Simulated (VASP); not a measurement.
CuI, 2 atoms in the cell. It takes space group Pm-3m (No. 221, cubic). The conventional cell has a = 3.661 Å, b = 3.661 Å, c = 3.661 Å, α = 90.00°, β = 90.00°, γ = 90.00°. Within 4.2 Å of Cu (site symmetry m-3m) lie 8 I at 3.17 Å and 6 Cu at 3.66 Å. Within 4.2 Å of I (site symmetry m-3m) lie 8 Cu at 3.17 Å and 6 I at 3.66 Å. 

| Item | Value |
| --- | --- |
| Program | VASP 6.6.1 |
| Task | single point |
| Functional | PBE-based screened hybrid with 50 % exact exchange |
| Potentials or basis | VASP PAW PBE potentials, release 64 (Cu, I) |
| Cutoff | 520 eV |
| k mesh | 4 × 4 × 4 |
| Occupations | fermi-dirac, width 0.02 eV |
| Spin | no spin polarisation |
| Dipole correction | no |
| Grid for exact exchange (PRECFOCK) | Normal |
| Share of exact exchange | 0.5 |
| Further INCAR settings | ALGO = Normal; EDIFF = 1e-06; NBANDS = 16 |
| Screening parameter | 0.3 1/Å |

Potentials or basis: VASP PAW PBE potentials, release 64 (Cu, I).

Run with:

```console
$ cat potpaw_PBE.64/Cu/POTCAR potpaw_PBE.64/I/POTCAR > POTCAR
$ cp INCAR.step1 INCAR
$ mpirun -np 1 vasp_std > vasp.out
$ cp INCAR.step2 INCAR
$ mpirun -np 1 vasp_std > vasp.out
```

Hardware: 1 thread of Intel(R) Xeon(R) Platinum 8259CL CPU @ 2.50GHz (Skylake/Cascade Lake), with other jobs on the host.

How long does it take, and how much memory?

It took 17 min on 1 thread of Intel(R) Xeon(R) Platinum 8259CL CPU @ 2.50GHz (Skylake/Cascade Lake), with other jobs on the host, peak memory 0.28 GiB. Counts: k points 10.
